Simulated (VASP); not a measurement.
# Co (P6_3/mmc) in VASP: single point with r2SCAN

Aim: the single point of Co with r2SCAN.

All numbers are computed with VASP 6.6.1; they aren't measurements. Logs are shortened: lines on timing, memory, paths and dates and some standing lists are left out, and cuts for length are marked.

## 1. The cell of the first run

It takes space group P6_3/mmc (No. 194, hexagonal). The conventional cell has a = 2.473 Å, b = 2.473 Å, c = 8.081 Å, α = 90.00°, β = 90.00°, γ = 120.00°. Within 3.3 Å of Co (site symmetry -3m) lie 12 Co at 2.47 Å. Within 3.3 Å of Co (site symmetry -6m2) lie 12 Co at 2.47 Å.

## 2. Single point, r2SCAN, collinear spin, ferromagnetic start

File POSCAR:

```
Co
1.0
    2.4726601212      0.0000000000      0.0000000000
   -1.2363300606      2.1413864799      0.0000000000
    0.0000000000      0.0000000000      8.0810866745
Co
4
Direct
    0.0000000000      0.0000000000      0.0000000000
    0.3333333333      0.6666666667      0.2500000000
    0.0000000000      0.0000000000      0.5000000000
    0.6666666667      0.3333333333      0.7500000000
```

File INCAR.step1:

```
PREC     = Accurate       # precision mode
ENCUT    = 520            # plane-wave cutoff, eV
ISMEAR   = 0              # smearing method
SIGMA    = 0.1            # smearing width, eV
LREAL    = False          # projectors in reciprocal space
LASPH    = True           # aspherical terms in the spheres
NELM     = 150            # most SCF steps
ISPIN    = 2              # spin polarisation
MAGMOM   = 2.05 2.1 2.05 2.1 # initial moments
LMAXMIX  = 4              # l up to which the mixer works
NBANDS   = 30             # bands
GGA      = PE             # functional
ALGO     = Normal         # electronic algorithm
EDIFF    = 1E-4           # SCF threshold, eV
LWAVE    = True           # write WAVECAR
LCHARG   = False          # write CHGCAR
```

File INCAR.step2:

```
PREC     = Accurate       # precision mode
ENCUT    = 520            # plane-wave cutoff, eV
EDIFF    = 1E-7           # SCF threshold, eV
ISMEAR   = 0              # smearing method
SIGMA    = 0.1            # smearing width, eV
LREAL    = False          # projectors in reciprocal space
LASPH    = True           # aspherical terms in the spheres
NELM     = 150            # most SCF steps
ALGO     = Normal         # electronic algorithm
ISIF     = 2              # what is computed and relaxed
LWAVE    = False          # write WAVECAR
LCHARG   = True           # write CHGCAR
ISPIN    = 2              # spin polarisation
MAGMOM   = 2.05 2.1 2.05 2.1 # initial moments
LORBIT   = 11             # projections on sites
LMAXMIX  = 4              # l up to which the mixer works
METAGGA  = R2SCAN         # meta-GGA
LMIXTAU  = True         
LELF     = True           # ELF
LVHAR    = True         
NBANDS   = 30             # bands
ISTART   = 1
```

File KPOINTS:

```
regular mesh
0
Gamma
  18 18 6
```

Potentials or basis: VASP PAW PBE potentials, release 64 (Co).

The run is started by

```sh
$ cat potpaw_PBE.64/Co/POTCAR > POTCAR
$ cp INCAR.step1 INCAR
$ mpirun -np 1 vasp_std > vasp.out
$ cp INCAR.step2 INCAR
$ mpirun -np 1 vasp_std > vasp.out
```

OUTCAR:

```text
PREC = Accurate
   ENCUT = 520
   EDIFF = 1E-7
   ISMEAR = 0
   LREAL = False
   LASPH = True
   NELM = 150
   ISIF = 2
   ISPIN = 2
   LORBIT = 11
   METAGGA = R2SCAN
   ISTART = 1

 ion  position               nearest neighbor table
   1  0.000  0.000  0.000-   2 2.47   4 2.47   4 2.47   2 2.47   4 2.47   2 2.47
   2  0.333  0.667  0.250-   1 2.47   3 2.47   1 2.47   3 2.47   1 2.47   3 2.47
   3  0.000  0.000  0.500-   2 2.47   4 2.47   4 2.47   2 2.47   4 2.47   2 2.47
   4  0.667  0.333  0.750-   1 2.47   3 2.47   1 2.47   3 2.47   1 2.47   3 2.47

  LATTYP: Found a hexagonal cell.
 ALAT       =     2.4726601212
 C/A-ratio  =     3.2681752762

  Lattice vectors:

 A1 = (   2.4726601212,   0.0000000000,   0.0000000000)
 A2 = (  -1.2363300606,   2.1413864799,   0.0000000000)
 A3 = (   0.0000000000,   0.0000000000,   8.0810866745)

Analysis of symmetry for initial positions (statically):
=====================================================================
 Subroutine PRICEL returns:
 Original cell was already a primitive cell.

 Routine SETGRP: Setting up the symmetry group for a
 hexagonal supercell.

 Subroutine GETGRP returns: Found 24 space group operations
 (whereof 12 operations were pure point group operations)
 out of a pool of 24 trial point group operations.

The static configuration has the point symmetry D_3d.
 The point group associated with its full space group is D_6h.

Analysis of symmetry for dynamics (positions and initial velocities):
=====================================================================
 Subroutine PRICEL returns:
 Original cell was already a primitive cell.

 Routine SETGRP: Setting up the symmetry group for a
 hexagonal supercell.

 Subroutine GETGRP returns: Found 24 space group operations
 (whereof 12 operations were pure point group operations)
 out of a pool of 24 trial point group operations.

The dynamic configuration has the point symmetry D_3d.
 The point group associated with its full space group is D_6h.

Analysis of structural, dynamic, and magnetic symmetry:
=====================================================================
 Subroutine PRICEL returns:
 Original cell was already a primitive cell.

 Routine SETGRP: Setting up the symmetry group for a
 hexagonal supercell.

 Subroutine GETGRP returns: Found 24 space group operations
 (whereof 12 operations were pure point group operations)
 out of a pool of 24 trial point group operations.

The overall configuration has the point symmetry D_3d.
 The point group associated with its full space group is D_6h.
[... 129 lines left out ...]
   LHFCALC =     F    Hartree Fock is set to
   AEXX    =    0.0000 exact exchange contribution
   IVDW    =     0    specifies the selected vdW correction
   LEPSILON=     F    determine dielectric tensor
   LRPA    =     F    only Hartree local field effects (RPA)
 spin polarized calculation
 Gauss-broadening in eV      SIGMA  =   0.10
  energy-cutoff  :      520.00
  volume of cell :       42.79
 maximum number of plane-waves:      1174
   NGX =  9   NGY =  9   NGZ = 31

 number of electron      35.9999992 magnetization       7.1423031

 Free energy of the ion-electron system (eV)
  ---------------------------------------------------
  ext. energy  EPLUGINS =         0.00000000
  ---------------------------------------------------
  free energy    TOTEN  =       -52.88278177 eV

  energy without entropy =      -52.87089266  energy(sigma->0) =      -52.87683721

 E-fermi :  10.6418     XC(G=0): -14.7727

 val. band max:       10.6401001677   @ k =   0.1667   0.0000   0.0000
 cond. band min:      10.6438839484   @ k =   0.5000  -0.0000   0.3333
 fundamental gap:      0.0037837808
 Fermi energy:        10.6418006161

 spin component 1

 k-point     1 :       0.0000    0.0000    0.0000
  band No.  band energies     occupation
      1       1.0689      1.00000
      2       3.3254      1.00000
      3       3.3707      1.00000
      4       4.7145      1.00000
      5       6.8696      1.00000
      6       6.9154      1.00000
[... 781 lines left out ...]
     29      23.4877      0.00000
     30      24.1330      0.00000

 [... further k-points ...]

 spin component 2

 k-point     1 :       0.0000    0.0000    0.0000
  band No.  band energies     occupation
      1       0.5348      1.00000
      2       2.9693      1.00000
      3       2.9936      1.00000
      4       5.8296      1.00000
      5       8.6637      1.00000
      6       8.8094      1.00000
[... 781 lines left out ...]
     29      23.9933      0.00000
     30      24.8145      0.00000

 [... further k-points ...]

------------------------ aborting loop because EDIFF is reached ----------------------------------------

  FORCE on cell =-STRESS in cart. coord.  units (eV):
  Direction    XX          YY          ZZ          XY          YZ          ZX
  --------------------------------------------------------------------------------------
  -------------------------------------------------------------------------------------
  Total        0.0079880      0.0079880     -0.0350426      0.0000000     -0.0000000     -0.0000000
  in kB        0.2991023      0.2991023     -1.3121331      0.0000000     -0.0000000     -0.0000000
  external PRESSURE =      -0.2379762 kB  Pullay stress =       0.0000000 kB

 VOLUME and BASIS-vectors are now :
 -----------------------------------------------------------------------------
  energy-cutoff  :      520.00
  volume of cell :       42.79
      direct lattice vectors                 reciprocal lattice vectors
     2.472660121  0.000000000  0.000000000     0.404422748  0.233493582  0.000000000
    -1.236330061  2.141386480  0.000000000     0.000000000  0.466987164  0.000000000
     0.000000000  0.000000000  8.081086674     0.000000000  0.000000000  0.123745734

 POSITION                                       TOTAL-FORCE (eV/Angst)
 -----------------------------------------------------------------------------------
      0.00000      0.00000      0.00000         0.000000      0.000000      0.000000
     -0.00000      1.42759      2.02027        -0.000000     -0.000000      0.000000
      0.00000      0.00000      4.04054         0.000000      0.000000      0.000000
      1.23633      0.71380      6.06082        -0.000000      0.000000     -0.000000
 -----------------------------------------------------------------------------------
    total drift:                                0.000000     -0.000000      0.000000

  FREE ENERGIE OF THE ION-ELECTRON SYSTEM (eV)
  ---------------------------------------------------
  free  energy   TOTEN  =       -52.8827817720 eV

  energy  without entropy=      -52.8708926578  energy(sigma->0) =      -52.87683721

 total charge

# of ion       s       p       d       tot
------------------------------------------
    1        0.519   0.574   7.234   8.327
    2        0.517   0.578   7.223   8.317
    3        0.519   0.574   7.234   8.327
    4        0.517   0.578   7.223   8.317
--------------------------------------------------
tot          2.071   2.305  28.913  33.289

 magnetization (x)

# of ion       s       p       d       tot
------------------------------------------
    1       -0.008  -0.074   1.912   1.830
    2       -0.007  -0.076   1.941   1.858
    3       -0.008  -0.074   1.912   1.830
    4       -0.007  -0.076   1.941   1.858
--------------------------------------------------
tot         -0.030  -0.301   7.705   7.375
```

OUTCAR.step1:

```text
PREC = Accurate
   ENCUT = 520
   ISMEAR = 0
   LREAL = False
   LASPH = True
[... 1836 lines left out ...]
      0.00000      0.00000      0.00000         0.000000     -0.000000      0.000000
     -0.00000      1.42759      2.02027        -0.000000      0.000000     -0.000000
      0.00000      0.00000      4.04054         0.000000     -0.000000      0.000000
      1.23633      0.71380      6.06082        -0.000000      0.000000     -0.000000
 -----------------------------------------------------------------------------------
    total drift:                                0.000000     -0.000000      0.000000

  FREE ENERGIE OF THE ION-ELECTRON SYSTEM (eV)
  ---------------------------------------------------
  free  energy   TOTEN  =       -28.1249065155 eV

  energy  without entropy=      -28.1079441483  energy(sigma->0) =      -28.11642533
```

OSZICAR.step1:

```text
N       E                     dE             d eps       ncg     rms          rms(c)
DAV:   1     0.238497725083E+03    0.23850E+03   -0.15315E+04 18112   0.160E+03
DAV:   2    -0.171240796643E+02   -0.25562E+03   -0.23809E+03 17760   0.309E+02
DAV:   3    -0.319152505345E+02   -0.14791E+02   -0.13930E+02 19746   0.100E+02
DAV:   4    -0.321796823976E+02   -0.26443E+00   -0.26404E+00 22132   0.131E+01
DAV:   5    -0.321902299066E+02   -0.10548E-01   -0.10547E-01 24524   0.204E+00    0.214E+01
DAV:   6    -0.287902259903E+02    0.34000E+01   -0.24644E+01 19844   0.735E+01    0.967E+00
DAV:   7    -0.288311927220E+02   -0.40967E-01   -0.56561E+00 20754   0.441E+01    0.142E+01
DAV:   8    -0.286143769811E+02    0.21682E+00   -0.54694E+00 20892   0.485E+01    0.110E+01
DAV:   9    -0.281456261024E+02    0.46875E+00   -0.12986E+00 23276   0.225E+01    0.232E+00
DAV:  10    -0.281273092827E+02    0.18317E-01   -0.13034E-01 20960   0.406E+00    0.755E-01
DAV:  11    -0.281250430093E+02    0.22663E-02   -0.10092E-02 22546   0.866E-01    0.378E-01
DAV:  12    -0.281248028574E+02    0.24015E-03   -0.10540E-03 18780   0.388E-01    0.113E-01
DAV:  13    -0.281249136910E+02   -0.11083E-03   -0.36246E-04 15326   0.183E-01    0.870E-02
DAV:  14    -0.281249065155E+02    0.71755E-05   -0.14149E-04  9726   0.231E-01
   1 F= -.28124907E+02 E0= -.28116425E+02  d E =-.169624E-01  mag=     6.4520
```

Wall time 29 min (1 thread of Oxide Virtual Turin-like, shared host); peak memory 0.33 GiB.

What came out:

```yaml
Free_energy: -52.8828 eV
Pressure: 0.0 GPa
Net_moment: 7.14 μB per cell
Site_moments: Co +1.83, +1.86 (each value once) μB
Valence_electrons_inside_the_program's_atomic_spheres: Co 8.33, 8.32 (each value once)
```

Levels at points of the mesh, in eV from the Fermi level:
Spin up:
```
           k point  band 19  band 20  band 21  band 22  band 23  band 24  band 25  band 26
(0.00, 0.00, 0.00)    -2.43    -2.04    -2.04    -1.64    -1.64    -0.50     6.04    15.04
(0.50, 0.00, 0.00)    -1.30    -1.30     0.00     1.18     2.10     2.84     6.86     6.87
(0.00, 0.00, 0.50)    -2.41    -2.41    -1.81    -1.81    -1.81    -1.81     9.23     9.23
(0.50, 0.00, 0.50)    -1.36    -1.36     0.83     0.83     2.54     2.54     7.27     7.27
```
Spin down:
```csv
k point,band 10,band 11,band 12,band 13,band 14,band 15,band 16,band 17,band 18,band 19
"(0.00, 0.00, 0.00)",-1.07,-1.07,-1.00,-0.90,-0.90,-0.84,-0.84,0.45,0.45,0.67
"(0.50, 0.00, 0.00)",-1.06,-0.86,-0.04,0.00,0.16,1.10,1.31,1.34,1.38,1.39
"(0.00, 0.00, 0.50)",-1.06,-1.06,-1.06,-0.97,-0.97,-0.97,-0.97,0.59,0.59,0.59
"(0.50, 0.00, 0.50)",-1.05,-0.75,-0.75,-0.42,-0.42,0.98,0.98,1.40,1.40,1.56
```

Caveat: the PAW data sets were made with another functional, which shifts forces and pressure a little.
